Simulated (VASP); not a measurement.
Write the native input for VASP 6.6.1 that does the following.

| Quantity | Value |
| --- | --- |
| Task | single point |
| Functional | r2SCAN |
| Potentials or basis | VASP PAW PBE potentials, release 64 (C) |
| Cutoff | 520 eV |
| k mesh | 15 × 15 × 5 |
| Occupations | methfessel-paxton, width 0.03 eV |
| Spin | no spin polarisation |
| Dipole correction | no |
| Further INCAR settings | ALGO = Normal; EDIFF = 1e-07; NBANDS = 16 |

Crystal: C.

```
CELL_PARAMETERS angstrom
2.45591 0.00000 0.00000
-1.22796 2.12688 0.00000
0.00000 0.00000 7.01063
ATOMIC_POSITIONS crystal
C 0.00000 0.00000 0.25000
C 0.00000 0.00000 0.75000
C 0.33333 0.66667 0.25000
C 0.66667 0.33333 0.75000
```

These files were run (other wordings do the same):

POSCAR

```
C
1.0
    2.4559134450      0.0000000000      0.0000000000
   -1.2279567225      2.1268834329      0.0000000000
    0.0000000000      0.0000000000      7.0106290262
C
4
Direct
    1.0000000000      1.0000000000      0.2500000000
    0.0000000000      0.0000000000      0.7500000000
    0.3333333333      0.6666666667      0.2500000000
    0.6666666667      0.3333333333      0.7500000000
```

INCAR.step1

```
ALGO = Normal ; EDIFF = 1E-4
ENCUT = 520 ; GGA = PE
ISMEAR = 1 ; LASPH = True
LCHARG = False ; LREAL = False
LWAVE = True ; NBANDS = 16
NELM = 60 ; PREC = Accurate
SIGMA = 0.03
```

INCAR.step2

```
ALGO = Normal ; EDIFF = 1E-7
ENCUT = 520 ; ISIF = 2
ISMEAR = 1 ; ISTART = 1
LASPH = True ; LCHARG = False
LMIXTAU = True ; LREAL = False
LWAVE = False ; METAGGA = R2SCAN
NBANDS = 16 ; NELM = 60
PREC = Accurate ; SIGMA = 0.03
```

KPOINTS

```
k-points
0
Gamma
  15 15 5
```

Potentials or basis: VASP PAW PBE potentials, release 64 (C).

Command:

```console
$ cat potpaw_PBE.64/C/POTCAR > POTCAR
$ cp INCAR.step1 INCAR
$ mpirun -np 1 vasp_std > vasp.out
$ cp INCAR.step2 INCAR
$ mpirun -np 1 vasp_std > vasp.out
```

It gave:

```yaml
Pressure: 0.7 GPa
Band_gap_on_the_k_mesh: zero (bands 8 and 9 overlap by 0.02 eV)
```

Caveat: the PAW data sets were made with another functional, which shifts forces and pressure a little.

Wall time 85 s on 1 thread of Intel(R) Xeon(R) 6975P-C (Granite Rapids), on a shared host, peak memory 0.16 GiB.
